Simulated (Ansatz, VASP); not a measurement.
## ZnS in VASP and in Ansatz

```xyz
2
Lattice="0.0000 2.7020 2.7020 2.7020 0.0000 2.7020 2.7020 2.7020 0.0000" Properties=species:S:1:pos:R:3 pbc="T T T"
Zn    4.0530    4.0530    4.0530
S     0.0000    0.0000    0.0000
```

Alike in both runs: task single point; functional PBE; k mesh 9 × 9 × 9; occupations gaussian, width 0.013 eV; no spin polarisation.

|  | VASP | Ansatz |
| --- | --- | --- |
| version | VASP 6.6.1 | Ansatz 0.2.0 |
| potentials or method | VASP PAW PBE potentials, release 64 (Zn, S), cutoff 520 eV | all-electron LAPW, scalar-relativistic |

```csv
,VASP,Ansatz,Ansatz less VASP
gap on the k mesh at the Fermi level (eV),2.11,2.11,-0.002
least direct gap on the mesh (eV),2.11,2.11,-0.002
pressure (GPa),1.8,1.6,-0.15
```

Ansatz ran all-electron here, and VASP with PAW potentials.
